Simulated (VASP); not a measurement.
The system is MgS.

```
Mg S
1.0
     0.00000    2.60152    2.60152
     2.64965    0.00000    2.60152
     2.64965    2.60152    0.00000
Mg S
1 1
Direct
  0.00000 0.00000 0.00000
  0.50000 0.50000 0.50000
```

This cell differs from its parent crystal: uniaxial x strain +1.9%.

Base run:

| Item | Value |
| --- | --- |
| Program | VASP 6.6.1 |
| Functional | r2SCAN |
| Potentials or basis | VASP PAW PBE potentials, release 64 (Mg, S) |
| Cutoff | 520 eV |
| k mesh | 8 × 8 × 8 |
| Occupations | gaussian, width 0.01 eV |
| Spin | no spin polarisation |

Its results: band gap on the k mesh 3.31 eV (least direct gap 4.41 eV); pressure -1.8 GPa.

Problem. The run is repeated on the same cell with these changes: functional from r2SCAN to HSE06; k mesh from 8 × 8 × 8 to 6 × 6 × 6. What comes out?

Solution. Band gap on the k mesh 3.62 eV (least direct gap 4.58 eV); pressure -2.0 GPa.

Several settings changed at once.

Caveats: the PAW data sets were made with another functional, which shifts forces and pressure a little.

A k mesh can miss the band edges.
